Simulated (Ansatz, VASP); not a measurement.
## CaSi2N3: VASP beside Ansatz

Contents of INCAR:

```
PREC = Accurate
ENCUT = 600
EDIFF = 1E-6
ISMEAR = 0
SIGMA = 0.1
LREAL = False
LASPH = True
NELM = 80
ALGO = Normal
ISIF = 3
LWAVE = False
LCHARG = False
GGA = PE
IBRION = 2
NSW = 100
EDIFFG = -0.01
```

File KPOINTS:

```
regular mesh
0
Gamma
  12 12 10
```

File POSCAR:

```
CaSi2N3
1.0
    5.6542311340      0.0000000000      0.0000000000
   -2.8271155670      4.8967078009      0.0000000000
    0.0000000000      0.0000000000      4.1507145455
Ca Si N
1 2 3
Direct
    0.0000000000      0.0000000000      0.0000000000
    0.3333333333      0.6666666667      0.0000000000
    0.6666666667      0.3333333333      0.0000000000
    0.5000000000      0.0000000000      0.0000000000
    0.0000000000      0.5000000000      0.0000000000
    0.5000000000      0.5000000000      0.0000000000
```

Input for Ansatz:

```yaml
crystal:
  lattice:
    - [5.654231134, 0.0, 0.0]
    - [-2.827115567, 4.8967078009, 0.0]
    - [0.0, 0.0, 4.1507145455]
  atoms:
    - { symbol: Ca, position: [0.0, 0.0, 0.0] }
    - { symbol: Si, position: [0.3333333333, 0.6666666667, 0.0] }
    - { symbol: Si, position: [0.6666666667, 0.3333333333, 0.0] }
    - { symbol: "N", position: [0.5, 0.0, 0.0] }
    - { symbol: "N", position: [0.0, 0.5, 0.0] }
    - { symbol: "N", position: [0.5, 0.5, 0.0] }
basis:
  ecutwfc: 420
kpoints:
  mp_grid: { grid: [12, 12, 10] }
hamiltonian:
  xc: pbe
scf:
  occupations: { method: gaussian, width: 0.1 }
output:
  forces: true
  stress: true
  eigenvalues: true
  write_density: true
  write_potential: true
  elf: true
  volumetric_format: npy
relax:
  adjacent_minimum: "off"
  f_tol: 0.01
  max_steps: 80
  cell: { stress_tol: 0.05 }
```

Alike in both runs: task relaxation of cell and atoms; functional PBE; k mesh 12 × 12 × 10; occupations gaussian, width 0.1 eV; no spin polarisation.

|  | VASP | Ansatz |
| --- | --- | --- |
| version | VASP 6.6.1 | Ansatz 0.2.0 |
| potentials or method | VASP PAW PBE potentials, release 64 (Ca_sv, Si, N), cutoff 600 eV | scalar-relativistic, plane waves, PAW |
| valence electrons in the cell | 33 | 33 |

|  | VASP | Ansatz | Ansatz less VASP |
| --- | --- | --- | --- |
| gap on the k mesh at the Fermi level, each at its own relaxed structure (eV) | none | none | - |
| relaxed volume (Å³/atom) | 18.46 | 18.75 | +0.286 |
| relaxed length of the cell vector where the two differ most in proportion (Å) | 3.997 | 4.058 | +0.0607 |

A gap of «none» marks a metal or a gap that the smearing closes.
